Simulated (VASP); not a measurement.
# Si2C (P-6m2) in VASP: further runs, part 2 of 2

VASP 6.6.1. The steps go on from the part before.

## (3) Single point, PBE, collinear spin, ferromagnetic start

This run uses another cell than the first one, of 14.40 Å³/atom, 1.112 times its volume.

Input file INCAR:

```
ALGO     = Normal         # electronic algorithm
EDIFF    = 1E-6           # SCF threshold, eV
ENCUT    = 520            # plane-wave cutoff, eV
GGA      = PE             # functional
ISIF     = 2              # what is computed and relaxed
ISMEAR   = 0              # smearing method
ISPIN    = 2              # spin polarisation
LASPH    = T              # aspherical terms in the spheres
LCHARG   = F              # write CHGCAR
LORBIT   = 11             # projections on sites
LREAL    = F              # projectors in reciprocal space
LWAVE    = F              # write WAVECAR
MAGMOM   = 0 0 0 0 1 1    # initial moments
NBANDS   = 25             # bands
NELM     = 150            # most SCF steps
PREC     = Accurate       # precision mode
SIGMA    = 0.1            # smearing width, eV
```

Input file KPOINTS:

```
k-points
0
Gamma
  6 6 2
```

Input file POSCAR:

```
Si2C
1.0
    2.7364528100      0.0000000000      0.0000000000
   -1.3682264000      2.3698376500      0.0000000000
    0.0000000000      0.0000000000     13.3250650100
Si C
4 2
Direct
    0.3333333300      0.6666666700      0.0000000000
    0.3333333300      0.6666666700      0.3333333300
    0.3333333300      0.6666666700      0.6666666700
    0.6666666700      0.3333333300      0.5000000000
    0.6666666700      0.3333333300      0.1666666700
    0.6666666700      0.3333333300      0.8333333300
```

Potentials or basis: VASP PAW PBE potentials, release 64 (Si, C).

Command:

```console
$ cat potpaw_PBE.64/Si/POTCAR potpaw_PBE.64/C/POTCAR > POTCAR
$ mpirun -np 1 vasp_std > vasp.out
```

OUTCAR:

```text
EDIFF = 1E-6
   ENCUT = 520
   GGA = PE
   ISIF = 2
   ISMEAR = 0
   ISPIN = 2
   LASPH = T
   LORBIT = 11
   LREAL = F
   NELM = 150
   PREC = Accurate

 ion  position               nearest neighbor table
   1  0.333  0.667  0.000-
   2  0.333  0.667  0.333-   4 2.73   4 2.73   4 2.73
   3  0.333  0.667  0.667-   4 2.73   4 2.73   4 2.73
   4  0.667  0.333  0.500-   2 2.73   3 2.73   2 2.73   3 2.73   2 2.73   3 2.73
   5  0.667  0.333  0.167-
   6  0.667  0.333  0.833-

  LATTYP: Found a hexagonal cell.
 ALAT       =     2.7364528100
 C/A-ratio  =     4.8694663987

  Lattice vectors:

 A1 = (   2.7364528100,   0.0000000000,   0.0000000000)
 A2 = (  -1.3682264000,   2.3698376500,   0.0000000000)
 A3 = (   0.0000000000,   0.0000000000,  13.3250650100)

Analysis of symmetry for initial positions (statically):
=====================================================================
 Subroutine PRICEL returns:
 Original cell was already a primitive cell.

 Routine SETGRP: Setting up the symmetry group for a
 hexagonal supercell.

 Subroutine GETGRP returns: Found 12 space group operations
 (whereof 12 operations were pure point group operations)
 out of a pool of 24 trial point group operations.

The static configuration has the point symmetry D_3h.

Analysis of symmetry for dynamics (positions and initial velocities):
=====================================================================
 Subroutine PRICEL returns:
 Original cell was already a primitive cell.

 Routine SETGRP: Setting up the symmetry group for a
 hexagonal supercell.

 Subroutine GETGRP returns: Found 12 space group operations
 (whereof 12 operations were pure point group operations)
 out of a pool of 24 trial point group operations.

The dynamic configuration has the point symmetry D_3h.

[... 160 lines left out ...]
 cond. band min:       7.0860585860   @ k =   0.3333   0.1667   0.0000
 fundamental gap:      0.0874237656
 Fermi energy:         7.0838476587

 spin component 1

 k-point     1 :       0.0000    0.0000    0.0000
  band No.  band energies     occupation
      1      -6.8484      1.00000
      2      -5.6204      1.00000
      3      -5.6094      1.00000
      4      -3.6604      1.00000
      5      -3.2040      1.00000
      6      -0.5333      1.00000
[... 367 lines left out ...]
     23      12.1284      0.00000
     24      12.7188      0.00000
 Fermi energy:         7.0838476587

 spin component 2

 k-point     1 :       0.0000    0.0000    0.0000
  band No.  band energies     occupation
      1      -6.8476      1.00000
      2      -5.6199      1.00000
      3      -5.6091      1.00000
      4      -3.6600      1.00000
      5      -3.2036      1.00000
      6      -0.5329      1.00000
[... 367 lines left out ...]
     23      12.1289      0.00000
     24      12.7197      0.00000
 [bands above 24 left out]

------------------------ aborting loop because EDIFF is reached ----------------------------------------

  FORCE on cell =-STRESS in cart. coord.  units (eV):
  Direction    XX          YY          ZZ          XY          YZ          ZX
  --------------------------------------------------------------------------------------
  -------------------------------------------------------------------------------------
  Total       -5.4140691     -5.4140691    -11.3238575     -0.0000000     -0.0000000      0.0000000
  in kB     -100.3826096   -100.3826096   -209.9563836     -0.0000002     -0.0000000      0.0000000
  external PRESSURE =    -136.9072009 kB  Pullay stress =       0.0000000 kB

 VOLUME and BASIS-vectors are now :
 -----------------------------------------------------------------------------
  energy-cutoff  :      520.00
  volume of cell :       86.41
      direct lattice vectors                 reciprocal lattice vectors
     2.736452810  0.000000000  0.000000000     0.365436596  0.210984916  0.000000000
    -1.368226400  2.369837650  0.000000000     0.000000000  0.421969834  0.000000000
     0.000000000  0.000000000 13.325065010     0.000000000  0.000000000  0.075046538

 POSITION                                       TOTAL-FORCE (eV/Angst)
 -----------------------------------------------------------------------------------
     -0.00000      1.57989      0.00000        -0.000000     -0.000000      0.000000
     -0.00000      1.57989      4.44169         0.000000     -0.000000     -1.464055
     -0.00000      1.57989      8.88338         0.000000     -0.000000      1.464055
      1.36823      0.78995      6.66253        -0.000000     -0.000000      0.000000
      1.36823      0.78995      2.22084         0.000000      0.000000      0.174790
      1.36823      0.78995     11.10422         0.000000      0.000000     -0.174790
 -----------------------------------------------------------------------------------
    total drift:                               -0.000007      0.000004      0.000000

  FREE ENERGIE OF THE ION-ELECTRON SYSTEM (eV)
  ---------------------------------------------------
  free  energy   TOTEN  =       -28.0957446720 eV

  energy  without entropy=      -28.0789107503  energy(sigma->0) =      -28.08732771

 total charge

# of ion       s       p       d       tot
------------------------------------------
    1        0.870   0.588   0.000   1.457
    2        0.846   0.648   0.000   1.493
    3        0.846   0.648   0.000   1.493
    4        0.824   0.726   0.000   1.549
    5        1.037   0.971   0.000   2.008
    6        1.037   0.971   0.000   2.008
--------------------------------------------------
tot          5.459   4.551   0.000  10.009

 magnetization (x)

# of ion       s       p       d       tot
------------------------------------------
    1       -0.000  -0.000   0.000  -0.000
    2        0.000   0.000   0.000   0.000
    3        0.000   0.000   0.000   0.000
    4        0.000   0.000   0.000   0.000
    5       -0.000   0.000   0.000   0.000
    6       -0.000   0.000   0.000   0.000
--------------------------------------------------
tot          0.000   0.000   0.000   0.000
```

stdout:

```text
POSCAR found type information on POSCAR SiC
 POSCAR found :  2 types and       6 ions
 scaLAPACK will be used
 LDA part: xc-table for (Slater+PW92), standard interpolation
 POSCAR, INCAR and KPOINTS ok, starting setup
 FFT: planning ... GRIDC
 FFT: planning ... GRID_SOFT
 FFT: planning ... GRID
 WAVECAR not read
 entering main loop
```

It took 57 s on 1 thread of Intel Xeon Platinum 8488C (Sapphire Rapids), shared host; peak memory 0.23 GiB.

Results:

| Quantity | Value |
| --- | --- |
| Free energy | -28.0957 eV |
| Pressure | -13.7 GPa |
| Largest force | 1.464 eV/Å |
| Band gap on the k mesh | zero (filled and empty bands overlap) |
| Net moment | 0.00 μB per cell |
| Valence electrons inside the program's atomic spheres | Si 1.46, 1.49, 1.55; C 2.01 |

Forces on the atoms (eV/Å):
```
Si   0.000  0.000  0.000
Si   0.000  0.000 -1.464
Si   0.000  0.000  1.464
Si   0.000  0.000  0.000
C    0.000  0.000  0.175
C    0.000  0.000 -0.175
```

Caveat: the k points lie up to 0.44 Å⁻¹ apart; forces of over 1 eV/Å act on the atoms, so gaps and moduli don't describe the material at rest.

## (4) Relaxation of cell and atoms, PBE

This run uses another cell than the first one, of 12.06 Å³/atom, 0.931 times its volume.

Input file INCAR:

```
SYSTEM = Si2C
  ALGO = Normal
  EDIFF = 1E-7
  EDIFFG = -0.01
  ENCUT = 600
  GGA = PE
  IBRION = 2
  ISIF = 3
  ISMEAR = 0
  LASPH = .TRUE.
  LCHARG = .FALSE.
  LREAL = .FALSE.
  LWAVE = .FALSE.
  NELM = 100
  NSW = 100
  PREC = Accurate
  SIGMA = 0.1
```

Input file KPOINTS:

```
k-points
0
G
  12 12 4
  0 0 0
```

Input file POSCAR:

```
Si2C
1.0
    2.9875509294      0.0000000000      0.0000000000
   -1.4937754647      2.5872949999      0.0000000000
    0.0000000000      0.0000000000      9.3624161239
Si C
4 2
Direct
    0.3333333333      0.6666666667      0.0000000000
    0.3333333333      0.6666666667      0.2771169266
    0.3333333333      0.6666666667      0.7228830734
    0.6666666667      0.3333333333      0.5000000000
    0.6666666667      0.3333333333      0.1943549380
    0.6666666667      0.3333333333      0.8056450620
```

Command:

```console
$ cat potpaw_PBE.64/Si/POTCAR potpaw_PBE.64/C/POTCAR > POTCAR
$ mpirun -np 1 vasp_std > vasp.out
```

Run time: 36 min. Hardware: 1 thread of Intel Xeon Platinum 8488C (Sapphire Rapids), shared host; peak memory 0.24 GiB.

Results (log left out):

* Free energy: -38.6929 eV
* Relaxed volume: 12.95 Å³/atom
* Relaxed cell: a = 3.013 Å, b = 3.013 Å, c = 9.883 Å, α = 90.00°, β = 90.00°, γ = 120.00°
* Space group after relaxing (to 0.05 Å): P-6m2 (No. 187)
* Energy gained by relaxing: 491.4 meV/atom
* Ionic steps: 57
* Pressure after relaxing: 0.0 GPa
* Largest force after relaxing: 0.006 eV/Å
* Band gap on the k mesh: zero (band 12 reaches 11.30 eV, above the bottom of band 13 at 6.57 eV)

Forces on the atoms (eV/Å):
```
Si   0.000  0.000  0.000
Si   0.000  0.000  0.006
Si   0.000  0.000 -0.006
Si   0.000  0.000  0.000
C    0.000  0.000 -0.003
C    0.000  0.000  0.003
```

Step by step:
```
step  energy change (eV)  largest force (eV/Å)  pressure (GPa)  volume (Å³)
   1              0.0000                0.1363            0.10        72.37
   3             -0.0029                0.0169            0.68        72.56
   5             -0.0040                0.0616           -0.08        73.14
   7             -0.0051                0.0499            0.02        73.52
   9             -0.0057                0.1430            0.15        74.13
  11             -0.0063                0.1509            0.10        74.44
  13             -0.0071                0.1458            0.00        74.84
  15             -0.0084                0.0966           -0.34        74.86
  17             -0.0089                0.0734           -0.15        74.78
  19             -0.0093                0.0193            0.95        74.10
  21             -0.0106                0.0277            0.27        74.48
  23             -0.0108                0.0328            0.06        74.58
  25             -0.0113                0.0347            0.01        74.73
  27             -0.0128                0.0448           -0.17        75.45
  29             -0.0179                0.1277           -0.72        78.32
  31             -0.1869                0.6814           -2.97        90.33
  33             -0.2945                0.9014           -3.78        93.35
  35             -0.3515                0.9886           -5.78        97.05
  37             -0.3603                0.9825           -6.63        98.46
  39             -0.4277                1.0250           -5.37        97.19
  41             -0.5904                1.2999            1.08        91.63
  43             -0.6520                1.4803            2.64        89.99
  45             -1.3663                2.2279            2.72        85.04
  47              0.7925                7.4024           42.25        66.32
  49             -2.5759                1.0610           15.05        71.47
  51             -2.8178                0.6927            9.68        73.71
  53             -2.9105                0.4199            3.73        75.78
  55             -2.9478                0.0560            0.10        77.59
  57             -2.9485                0.0056           -0.03        77.71
```

Final structure:
```
Si C
1.0
     3.01318    0.00000    0.00000
    -1.50659    2.60949    0.00000
     0.00000    0.00000    9.88326
Si C
4 2
Cartesian
  0.0000 1.7397 0.0000
  0.0000 1.7397 2.3814
  0.0000 1.7397 7.5019
  1.5066 0.8698 4.9416
  1.5066 0.8698 2.9998
  1.5066 0.8698 6.8834
```

Levels at points of the mesh, in eV from the Fermi level:
```tsv
k point	band 8	band 9	band 10	band 11	band 12	band 13	band 14	band 15	band 16
(0.00, 0.00, 0.00)	-1.85	-1.85	-1.76	-1.76	2.97	5.44	5.60	5.60	5.75
(0.50, 0.00, 0.00)	-3.97	-3.65	-3.51	-2.95	-2.95	1.16	1.66	2.87	3.16
(0.00, 0.00, 0.50)	-1.85	-1.77	-1.77	0.10	1.68	5.44	5.71	5.71	5.80
(0.50, 0.00, 0.50)	-4.36	-3.64	-3.52	-3.18	-1.84	0.42	1.64	2.82	3.17
```

## (5) Relaxation of cell and atoms, PBE

Input file INCAR:

```
SYSTEM = Si2C
  PREC = Accurate
  ENCUT = 600
  EDIFF = 1E-6
  ISMEAR = 0
  SIGMA = 0.1
  LREAL = .False.
  LASPH = .True.
  NELM = 60
  ALGO = Normal
  ISIF = 3
  LWAVE = .False.
  LCHARG = .False.
  GGA = PE
  IBRION = 2
  NSW = 100
  EDIFFG = -0.01
```

Input file KPOINTS:

```
regular mesh
0
Gamma
  12 12 4
  0 0 0
```

Input file POSCAR:

```
Si2C
1.0
    3.0131157135      0.0000000000      0.0000000000
   -1.5065578567      2.6094347524      0.0000000000
    0.0000000000      0.0000000000      9.8863457647
Si C
4 2
Direct
    0.3333333333      0.6666666667      0.0000000000
    0.3333333333      0.6666666667      0.2410092509
    0.3333333333      0.6666666667      0.7589907491
    0.6666666667      0.3333333333      0.5000000000
    0.6666666667      0.3333333333      0.3036227426
    0.6666666667      0.3333333333      0.6963772574
```

Command:

```console
$ cat potpaw_PBE.64/Si/POTCAR potpaw_PBE.64/C/POTCAR > POTCAR
$ mpirun -np 1 vasp_std > vasp.out
```

Wall time 1.7 min (1 thread of Intel Xeon Platinum 8488C (Sapphire Rapids), shared host); peak memory 0.24 GiB.

It converged, with:

* Free energy: -38.6956 eV
* Relaxed volume: 12.95 Å³/atom
* Relaxed cell: a = 3.013 Å, b = 3.013 Å, c = 9.883 Å, α = 90.00°, β = 90.00°, γ = 120.00°
* Space group after relaxing (to 0.05 Å): P-6m2 (No. 187)
* Energy gained by relaxing: 0.0 meV/atom
* Ionic steps: 3
* Pressure after relaxing: 0.0 GPa
* Largest force after relaxing: 0.004 eV/Å
* Band gap on the k mesh: zero (band 12 reaches 11.31 eV, above the bottom of band 13 at 6.58 eV)

Forces in eV/Å, atoms in the order of the input:
```
Si   0.000  0.000  0.000
Si   0.000  0.000 -0.004
Si   0.000  0.000  0.004
Si   0.000  0.000  0.000
C    0.000  0.000 -0.004
C    0.000  0.000  0.004
```

Final structure:
```yaml
crystal:
  lattice:
    - [3.01257, 0.00000, 0.00000]
    - [-1.50629, 2.60896, 0.00000]
    - [0.00000, 0.00000, 9.88309]
  atoms:
    - { symbol: Si, position: [0.33333, 0.66667, 0.00000] }
    - { symbol: Si, position: [0.33333, 0.66667, 0.24102] }
    - { symbol: Si, position: [0.33333, 0.66667, 0.75898] }
    - { symbol: Si, position: [0.66667, 0.33333, 0.50000] }
    - { symbol: C, position: [0.66667, 0.33333, 0.30359] }
    - { symbol: C, position: [0.66667, 0.33333, 0.69641] }
```

Levels at points of the mesh, in eV from the Fermi level:
| k point | band 8 | band 9 | band 10 | band 11 | band 12 | band 13 | band 14 | band 15 | band 16 |
| --- | --- | --- | --- | --- | --- | --- | --- | --- | --- |
| (0.00, 0.00, 0.00) | -1.85 | -1.85 | -1.76 | -1.76 | 2.97 | 5.44 | 5.61 | 5.61 | 5.75 |
| (0.50, 0.00, 0.00) | -3.98 | -3.65 | -3.51 | -2.96 | -2.95 | 1.16 | 1.66 | 2.87 | 3.16 |
| (0.00, 0.00, 0.50) | -1.85 | -1.77 | -1.77 | 0.10 | 1.68 | 5.45 | 5.71 | 5.71 | 5.81 |
| (0.50, 0.00, 0.50) | -4.36 | -3.64 | -3.53 | -3.19 | -1.84 | 0.42 | 1.64 | 2.82 | 3.17 |

## (6) Overview

| task | spin | cell | k mesh | cutoff (eV) | gap on the mesh (eV) | pressure (GPa) | relaxed volume (Å³/atom) | largest force (eV/Å) |
| --- | --- | --- | --- | --- | --- | --- | --- | --- |
| single point | off | a = 3.013, b = 3.013, c = 9.886 Å, angles 90.0, 90.0, 120.0°, 6 atoms | 12 × 12 × 4 | 520 | none | 0.0 | - | 0.01 |
| single point | collinear, ferromagnetic start | a = 2.736, b = 2.736, c = 13.325 Å, angles 90.0, 90.0, 120.0°, 6 atoms | 6 × 6 × 2 | 520 | none | -13.7 | - | 1.46 |
| relaxation of cell and atoms | off | relaxed from a = 2.988, b = 2.988, c = 9.362 Å, angles 90.0, 90.0, 120.0°, 6 atoms | 12 × 12 × 4 | 600 | none | 0.0 | 12.95 | 0.01 |
| relaxation of cell and atoms | off | relaxed from a = 3.013, b = 3.013, c = 9.886 Å, angles 90.0, 90.0, 120.0°, 6 atoms | 12 × 12 × 4 | 600 | none | 0.0 | 12.95 | - |

Alike in all rows: level PBE; potentials or basis VASP PAW PBE potentials, release 64 (Si, C); smearing gaussian 0.1 eV.

Caveats: some runs use coarse meshes; forces of over 1 eV/Å act on the atoms, so gaps and moduli don't describe the material at rest (some runs).

Absolute energies hang on the potentials; compare differences alone.
